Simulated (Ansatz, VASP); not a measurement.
## One calculation of W, two programs

```xyz
1
Lattice="0.0000 1.9997 1.9997 1.9997 0.0000 1.9997 1.9997 1.9997 0.0000" Properties=species:S:1:pos:R:3 pbc="T T T"
W     0.0000    0.0000    0.0000
```

Alike in both runs: task single point; functional PBEsol; k mesh 15 × 15 × 15; occupations fermi-dirac, width 0.1 eV; no spin polarisation.

|  | VASP | Ansatz |
| --- | --- | --- |
| version | VASP 6.6.1 | Ansatz 0.2.0 |
| potentials or method | VASP PAW PBE potentials, release 64 (W_sv), cutoff 520 eV | plane waves (420 eV) with PAW, scalar-relativistic |
| valence electrons in the cell | 14 | 14 |

|  | VASP | Ansatz | Ansatz less VASP |
| --- | --- | --- | --- |
| pressure (GPa) | 0.3 | -0.3 | -0.66 |

VASP's potentials were made for PBE, not for PBEsol, and Ansatz warns of the same on its side.

Neither program's run includes spin-orbit coupling.
